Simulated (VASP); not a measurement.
## ZnSe: single point with PBEsol

Crystal: ZnSe.

```
Zn Se
1.0
     0.00000    2.81662    2.81662
     2.81662    0.00000    2.81662
     2.81662    2.81662    0.00000
Zn Se
1 1
Direct
  0.00000 0.00000 0.00000
  0.75000 0.75000 0.75000
```

* Program: VASP 6.6.1
* Task: single point
* Functional: PBEsol
* Potentials or basis: VASP PAW PBE potentials, release 64 (Zn, Se)
* Cutoff: 520 eV
* k mesh: 8 × 8 × 8
* Occupations: gaussian, width 0.02 eV
* Spin: no spin polarisation

```yaml
Pressure: 0.3 GPa
Band_gap_on_the_k_mesh: 1.24 eV, direct
```

Levels at points of the mesh, in eV from the valence-band top:
| k point | band 5 | band 6 | band 7 | band 8 | band 9 | band 10 | band 11 | band 12 | band 13 | band 14 |
| --- | --- | --- | --- | --- | --- | --- | --- | --- | --- | --- |
| (0.00, 0.00, 0.00) | -6.24 | -6.24 | 0.00 | 0.00 | 0.00 | 1.24 | 5.73 | 5.73 | 5.73 | 9.81 |
| (0.50, 0.00, 0.00) | -6.22 | -6.07 | -5.40 | -0.90 | -0.90 | 2.48 | 6.30 | 6.30 | 8.45 | 10.90 |
| (0.50, 0.50, 0.00) | -6.19 | -6.05 | -4.87 | -2.28 | -2.28 | 2.80 | 3.37 | 10.74 | 11.30 | 11.30 |

It took 32 s on 1 thread of Intel Xeon 6975P-C, with other jobs on the host, peak memory 0.18 GiB.

Caveat: the PAW data sets were made with another functional, which shifts forces and pressure a little. PBEsol gaps usually lie below the measured ones, often by a third to a half.
